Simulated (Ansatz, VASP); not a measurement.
# Two plane-wave programs on NaCl

```
Na Cl
1.0
     0.00000    3.08727    3.08727
     3.08727    0.00000    3.08727
     3.08727    3.08727    0.00000
Na Cl
1 1
Cartesian
  0.0000 0.0000 0.0000
  1.5436 1.5436 1.5436
```

Alike in both runs: task single point; functional HSE06; k mesh 4 × 4 × 4; no spin polarisation.

|  | VASP | Ansatz |
| --- | --- | --- |
| version | VASP 6.6.1 | Ansatz 0.2.0 |
| potentials or method | VASP PAW PBE potentials, release 64 (Na_pv, Cl) | plane waves, PAW |
| plane-wave cutoff (eV) | 520 | 420 |
| occupations | gaussian, width 0.01 eV | fixed |
| valence electrons in the cell | 14 | 16 |

```tsv
	VASP	Ansatz	Ansatz less VASP
gap on the k mesh at the Fermi level (eV)	6.24	6.25	+0.009
pressure (GPa)	0.4	0.4	-0.03
```

VASP's potentials hold 14 valence electrons a cell and Ansatz's 16, so a difference there can come from the potentials and not from the codes. Ansatz's warnings: stress exchange threshold loose, stress scf threshold loose.

The k mesh is coarse, so the values compare programs but aren't converged.
